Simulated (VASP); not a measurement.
Input of a VASP 6.6.1 run:

Contents of INCAR:

```
SYSTEM = Ni
  PREC = Accurate
  ENCUT = 520
  EDIFF = 1E-6
  ISMEAR = 0
  SIGMA = 0.1
  LREAL = .False.
  LASPH = .True.
  NELM = 150
  ALGO = Normal
  ISIF = 2
  LWAVE = .False.
  LCHARG = .True.
  ISPIN = 2
  MAGMOM = 0.78
  LORBIT = 11
  LMAXMIX = 4
  LELF = .True.
  LVHAR = .True.
  NBANDS = 15
```

KPOINTS

```
Automatic mesh
0
Gamma
  20 20 20
  0 0 0
```

Contents of POSCAR:

```
Ni
1.0
    0.0000000000      1.7120337718      1.7120337718
    1.7120337718      0.0000000000      1.7120337718
    1.7120337718      1.7120337718      0.0000000000
Ni
1
Direct
    0.0000000000      0.0000000000      0.0000000000
```

Potentials or basis: VASP PAW LDA potentials, release 64 (Ni).

The run is started by

```sh
$ cat potpaw_LDA.64/Ni/POTCAR > POTCAR
$ mpirun -np 1 vasp_std > vasp.out
```

(1) What does it give for the pressure?

(2) What does it give for the net moment?

(3) Estimate the site moments.

## Answers

(1) -0.2 GPa.

(2) 0.60 μB per cell.

(3) Ni +0.60 μB.
